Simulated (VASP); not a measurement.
Wanted: the native input for a VASP 6.6.1 run.

| Property | Result |
| --- | --- |
| Task | relaxation of cell and atoms |
| Functional | r2SCAN |
| Potentials or basis | VASP PAW PBE potentials, release 64 (C, Se) |
| Cutoff | 600 eV |
| k mesh | 5 × 5 × 3 |
| Occupations | fermi-dirac, width 0.05 eV |
| Spin | no spin polarisation |
| Dipole correction | no |
| Further INCAR settings | ALGO = Normal; EDIFF = 1e-06; IBRION = 2; EDIFFG = -0.01; NSW = 80; ISIF = 3 |

CSe2:

```xyz
6
Lattice="4.6596 0.0000 0.0000 0.8101 4.5887 0.0000 0.0000 0.0000 9.4627" Properties=species:S:1:pos:R:3 pbc="T T T"
C     2.7348    2.2943    4.7313
C     0.0000    0.0000    0.0000
Se    3.5526    1.3196    5.8727
Se    1.9171    3.2691    3.5900
Se    3.8419    0.9747    1.1413
Se    1.6278    3.6139    8.3213
```

The input as run:

POSCAR

```
CSe2
1.0
    4.6596080000      0.0000000000      0.0000000000
    0.8100534564      4.5886555887      0.0000000000
    0.0000000000      0.0000000000      9.4626520000
C Se
2 4
Direct
    0.5000000000      0.5000000000      0.5000000000
    0.0000000000      0.0000000000      0.0000000000
    0.7124220000      0.2875780000      0.6206150000
    0.2875780000      0.7124220000      0.3793850000
    0.7875780000      0.2124220000      0.1206150000
    0.2124220000      0.7875780000      0.8793850000
```

INCAR.step1

```
ALGO     = Normal         # electronic algorithm
EDIFF    = 1E-4           # SCF threshold, eV
ENCUT    = 600            # plane-wave cutoff, eV
GGA      = PE             # functional
ISMEAR   = -1             # smearing method
LASPH    = True           # aspherical terms in the spheres
LCHARG   = False          # write CHGCAR
LREAL    = False          # projectors in reciprocal space
LWAVE    = True           # write WAVECAR
NELM     = 100            # most SCF steps
PREC     = Accurate       # precision mode
SIGMA    = 0.05           # smearing width, eV
```

INCAR.step2

```
ALGO     = Normal         # electronic algorithm
EDIFF    = 1E-6           # SCF threshold, eV
EDIFFG   = -0.01          # ionic threshold
ENCUT    = 600            # plane-wave cutoff, eV
IBRION   = 2              # ionic algorithm
ISIF     = 3              # what is computed and relaxed
ISMEAR   = -1             # smearing method
ISTART   = 1            
LASPH    = True           # aspherical terms in the spheres
LCHARG   = False          # write CHGCAR
LMIXTAU  = True         
LREAL    = False          # projectors in reciprocal space
LWAVE    = False          # write WAVECAR
METAGGA  = R2SCAN         # meta-GGA
NELM     = 100            # most SCF steps
NSW      = 80             # ionic steps
PREC     = Accurate       # precision mode
SIGMA    = 0.05           # smearing width, eV
```

KPOINTS

```
k-points
0
Gamma
  5 5 3
```

Potentials or basis: VASP PAW PBE potentials, release 64 (C, Se).

Launch:

```bash
$ cat potpaw_PBE.64/C/POTCAR potpaw_PBE.64/Se/POTCAR > POTCAR
$ cp INCAR.step1 INCAR
$ mpirun -np 1 vasp_std > vasp.out
$ cp INCAR.step2 INCAR
$ mpirun -np 1 vasp_std > vasp.out
```

Results of the run:

| Item | Value |
| --- | --- |
| Relaxed volume | 31.14 Å³/atom |
| Relaxed cell | a = 4.541 Å, b = 4.541 Å, c = 9.158 Å, α = 90.00°, β = 90.00°, γ = 81.71° |
| Space group after relaxing (to 0.05 Å) | Cmce (No. 64) |
| Energy gained by relaxing | 5.0 meV/atom |
| Ionic steps | 14 |
| Pressure after relaxing | 0.0 GPa |
| Largest force after relaxing | 0.007 eV/Å |
| Band gap on the k mesh | 2.43 eV, indirect (least direct gap 2.57 eV) |

Caveat: the PAW data sets were made with another functional, which shifts forces and pressure a little.

Run time: 69 min on 1 thread of AMD EPYC 9R45 (Zen 5), on a shared host, peak memory 0.39 GiB.
